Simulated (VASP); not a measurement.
Ag: single point with r2SCAN

Ag:

```
Ag
1.0
     0.00000    2.03872    2.03872
     2.03872    0.00000    2.03872
     2.03872    2.03872    0.00000
Ag
1
Direct
  0.00000 0.00000 0.00000
```

```yaml
Program: VASP 6.6.1
Task: single point
Functional: r2SCAN
Potentials_or_basis: VASP PAW PBE potentials, release 64 (Ag)
Cutoff: 520 eV
k_mesh: 14 × 14 × 14
Occupations: fermi-dirac, width 0.1 eV
Spin: no spin polarisation
```

```json
{
 "Pressure": "2.4 GPa",
 "Band gap on the k mesh": "zero (an odd number of electrons rules out a gap without spin polarisation)"
}
```

Levels at points of the mesh, in eV from the Fermi level:
| k point | band 3 | band 4 | band 5 | band 6 | band 7 | band 8 | band 9 | band 10 |
| --- | --- | --- | --- | --- | --- | --- | --- | --- |
| (0.00, 0.00, 0.00) | -5.10 | -5.10 | -4.05 | -4.05 | 16.73 | 20.50 | 20.50 | 20.50 |
| (0.50, 0.00, 0.00) | -5.13 | -3.22 | -3.22 | -0.29 | 3.80 | 15.97 | 18.74 | 18.74 |
| (0.50, 0.50, 0.00) | -3.26 | -3.00 | -3.00 | 1.78 | 7.08 | 11.23 | 11.23 | 17.82 |

Wall time 94 s on 1 thread of Intel Xeon 8259CL, with other jobs on the host, peak memory 0.16 GiB.

Caveat: the PAW data sets were made with another functional, which shifts forces and pressure a little.
